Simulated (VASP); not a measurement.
Set up this calculation in VASP 6.6.1, as the native input.

| Quantity | Value |
| --- | --- |
| Task | single point |
| Functional | LDA |
| Potentials or basis | VASP PAW LDA potentials, release 64 (Ca_sv, C) |
| Cutoff | 520 eV |
| k mesh | 10 × 10 × 10 |
| Occupations | gaussian, width 0.05 eV |
| Spin | no spin polarisation |
| Dipole correction | no |
| Further INCAR settings | ALGO = Normal; EDIFF = 1e-07; NBANDS = 16 |

The structure of CaC2 lies in POSCAR:

```
CaC2
1.0
   -1.8859411344      1.8859411344      3.1220584614
    1.8859411344     -1.8859411344      3.1220584614
    1.8859411344      1.8859411344     -3.1220584614
Ca C
1 2
Direct
    0.0000000000      0.0000000000      0.0000000000
    0.5978927200      0.5978927200      0.0000000000
    0.4021072800      0.4021072800      0.0000000000
```

This cell differs from its parent crystal: strain -0.025 along x and y, -0.025 along z.

The input as run:

INCAR

```
SYSTEM = CaC2
PREC = Accurate
ENCUT = 520
EDIFF = 1E-7
ISMEAR = 0
SIGMA = 0.05
LREAL = .False.
LASPH = .True.
NELM = 80
ALGO = Normal
ISIF = 2
LWAVE = .False.
LCHARG = .False.
NBANDS = 16
```

KPOINTS

```
regular mesh
0
Gamma
  10 10 10
  0 0 0
```

Potentials or basis: VASP PAW LDA potentials, release 64 (Ca_sv, C).

Launch:

```console
$ cat potpaw_LDA.64/Ca_sv/POTCAR potpaw_LDA.64/C/POTCAR > POTCAR
$ mpirun -np 1 vasp_std > vasp.out
```

It gave:

* Pressure: 3.7 GPa
* Largest force: 2.562 eV/Å
* Band gap on the k mesh: 1.00 eV, indirect (least direct gap 2.15 eV)

Caveat: the cell differs from its parent crystal (strain -0.025 along x and y, -0.025 along z); forces of over 1 eV/Å act on the atoms, so gaps and moduli don't describe the material at rest.

It took 72 s on 1 thread of Intel(R) Xeon(R) Platinum 8259CL CPU @ 2.50GHz (Skylake/Cascade Lake), with other jobs on the host, peak memory 0.2 GiB.
